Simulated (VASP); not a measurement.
Runs of VASP 6.6.1 on CoPtO2. The structure is that of space group R-3m (No. 166), or close to it. The cells are those of the table. 

```tsv
cell	gap on the mesh (eV)	pressure (GPa)	largest force (eV/Å)
a = 6.085 Å, angles 26.3°, 4 atoms	none	21.4	0.39
a = 5.999 Å, angles 26.7°, 4 atoms	none	27.9	0.13
a = 6.258 Å, angles 25.6°, 4 atoms	none	(b)	0.64
a = 6.172 Å, angles 25.9°, 4 atoms	none	(a)	0.56
a = 6.006 Å, angles 27.1°, 4 atoms	none	18.4	0.21
a = 6.345 Å, angles 25.2°, 4 atoms	none	6.5	0.65
```

Alike in all rows: task single point; level PBE; potentials or basis VASP PAW PBE potentials, release 64 (Co, Pt, O); no spin polarisation; k mesh 18 × 18 × 18; cutoff (eV) 520; smearing gaussian 0.15 eV.

Fill in the values left out.

(a) 15.7; (b) 10.5.

Caveats: spin-orbit coupling is left out, which moves the levels of the heavy elements; an odd number of electrons without spin polarisation forces a metal; a magnetic or distorted state may lie lower; the run has no spin polarisation, though such a crystal can be magnetic; semilocal functionals often make such compounds metallic where correlation or magnetic order opens a gap, which also shifts bond lengths; the cell stands under pressure (at least some runs); the stress differs along the axes, from 25 to 35 GPa (at least some runs).

A k mesh can miss the band edges, and the runs leave out spin-orbit coupling on Pt.

A gap of «none» marks levels without a gap at the run's occupations.
